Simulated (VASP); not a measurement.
Runs of VASP 6.6.1 on Ag. The structure is that of space group P6_3/mmc (No. 194), or close to it. The cells are those of the table. 

| task | cell | k mesh | cutoff (eV) | gap on the mesh (eV) | pressure (GPa) |
| --- | --- | --- | --- | --- | --- |
| single point | a = 2.867, b = 2.867, c = 9.365 Å, angles 90.0, 90.0, 120.0°, 4 atoms | 18 × 18 × 6 | 520 | none | -0.3 |
| single point | a = 2.911, b = 2.911, c = 9.464 Å, angles 90.0, 90.0, 120.0°, 4 atoms | 9 × 9 × 2 | 520 | none | -4.3 |
| single point | a = 2.925, b = 2.925, c = 9.253 Å, angles 90.0, 90.0, 120.0°, 4 atoms | 24 × 24 × 6 | 520 | none | -3.1 |
| single point | a = 2.896, b = 2.896, c = 9.301 Å, angles 90.0, 90.0, 120.0°, 4 atoms | 24 × 24 × 6 | 520 | none | -1.7 |
| single point | a = 2.839, b = 2.839, c = 9.449 Å, angles 90.0, 90.0, 120.0°, 4 atoms | 24 × 24 × 6 | 520 | none | (b) |
| single point | a = 2.953, b = 2.953, c = 9.143 Å, angles 90.0, 90.0, 120.0°, 4 atoms | 24 × 24 × 6 | 520 | none | -3.5 |
| single point | a = 2.925, b = 2.925, c = 9.229 Å, angles 90.0, 90.0, 120.0°, 4 atoms | 24 × 24 × 6 | 520 | none | (a) |
| single point | a = 2.867, b = 2.867, c = 9.365 Å, angles 90.0, 90.0, 120.0°, 4 atoms | 24 × 24 × 6 | 520 | none | -0.3 |
| relaxation of cell and atoms | relaxed to -2 GPa from a = 2.886, b = 2.886, c = 9.425 Å, angles 90.0, 90.0, 120.0°, 4 atoms | 18 × 18 × 6 | 600 | none | -2.0 |
| single point | a = 2.953, b = 2.953, c = 9.197 Å, angles 90.0, 90.0, 120.0°, 4 atoms | 24 × 24 × 6 | 520 | none | -4.2 |
| single point | a = 2.896, b = 2.896, c = 9.309 Å, angles 90.0, 90.0, 120.0°, 4 atoms | 24 × 24 × 6 | 520 | none | -1.8 |

Alike in all rows: level PBEsol; potentials or basis VASP PAW PBE potentials, release 64 (Ag); no spin polarisation; smearing gaussian 0.1 eV.

Question: Fill in the values left out.

Answer: (a) -2.8; (b) 1.1.

Caveats: the PAW data sets were made with another functional, which shifts forces and pressure a little; the cell is relaxed towards a set pressure, so the enthalpy falls and the energy may rise (some runs).

A k mesh can miss the band edges, and the runs leave out spin-orbit coupling on Ag.

A gap of «none» marks levels without a gap at the run's occupations.
